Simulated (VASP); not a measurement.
Runs of VASP 6.6.1 on Ir. The structure is that of space group Fd-3m (No. 227), or close to it. The cells are those of the table. This isn't the form of Ir at room conditions, which is fcc.

```tsv
cell	gap on the mesh (eV)	pressure (GPa)
a = 3.230 Å, angles 60.0°, 2 atoms	none	367.5
a = 3.405 Å, angles 60.0°, 2 atoms	none	(a)
a = 3.565 Å, angles 60.0°, 2 atoms	none	92.9
a = 3.711 Å, angles 60.0°, 2 atoms	none	36.7
```

Alike in all rows: task single point; level LDA; potentials or basis VASP PAW LDA potentials, release 64 (Ir); no spin polarisation; k mesh 13 × 13 × 13; cutoff (eV) 520; smearing fermi-dirac 0.1 eV.

Estimate the missing entries.

(a) 191.8.

Caveats: the cell stands under pressure; spin-orbit coupling is left out, which moves the levels of the heavy elements.

A k mesh can miss the band edges, and the runs leave out spin-orbit coupling on Ir.

A gap of «none» marks levels without a gap at the run's occupations.
